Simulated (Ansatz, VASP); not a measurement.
# Two plane-wave programs on MgSe

The input INCAR:

```
PREC     = Accurate       # precision mode
ENCUT    = 600            # plane-wave cutoff, eV
EDIFF    = 1E-6           # SCF threshold, eV
ISMEAR   = 0              # smearing method
SIGMA    = 0.01           # smearing width, eV
LREAL    = F              # projectors in reciprocal space
LASPH    = T              # aspherical terms in the spheres
NELM     = 120            # most SCF steps
ALGO     = Normal         # electronic algorithm
ISIF     = 2              # what is computed and relaxed
LWAVE    = F              # write WAVECAR
LCHARG   = T              # write CHGCAR
LELF     = T              # ELF
LVHAR    = T            
NBANDS   = 11             # bands
GGA_COMPAT= F
```

KPOINTS

```
regular mesh
0
Gamma
  8 8 8
```

POSCAR

```
MgSe
1.0
    0.0000000000      2.7362693762      2.7362693762
    2.7362693762      0.0000000000      2.7362693762
    2.7362693762      2.7362693762      0.0000000000
Mg Se
1 1
Direct
    0.0000000000      0.0000000000      0.0000000000
    0.5000000000      0.5000000000      0.5000000000
```

Input for Ansatz:

```yaml
crystal:
  lattice:
    - [0.0, 2.7362693762, 2.7362693762]
    - [2.7362693762, 0.0, 2.7362693762]
    - [2.7362693762, 2.7362693762, 0.0]
  atoms:
    - { symbol: Mg, position: [0.0, 0.0, 0.0] }
    - { symbol: Se, position: [0.5, 0.5, 0.5] }
kpoints:
  mp_grid: { grid: [8, 8, 8] }
hamiltonian:
  xc: lda
scf:
  occupations: { method: fixed }
output:
  optics: { e_range: [0, 14], de: 0.05, sigma: 0.1, bands: auto }
```

Alike in both runs: task single point; functional LDA; k mesh 8 × 8 × 8; no spin polarisation.

|  | VASP | Ansatz |
| --- | --- | --- |
| version | VASP 6.6.1 | Ansatz 0.2.0 |
| potentials or method | VASP PAW LDA potentials, release 64 (Mg, Se) | plane waves, PAW |
| plane-wave cutoff (eV) | 600 | 420 |
| occupations | gaussian, width 0.01 eV | fixed |
| valence electrons in the cell | 8 | 26 |

Ansatz gave:

- gap on the k mesh at the Fermi level (eV): 1.64

Q: Which values does VASP return?

A: gap on the k mesh at the Fermi level (eV): 1.63.

LDA's correlation is that of Perdew and Zunger in VASP and of Perdew and Wang (1992) in Ansatz. VASP's potentials hold 8 valence electrons a cell and Ansatz's 26, so a difference there can come from the potentials and not from the codes.
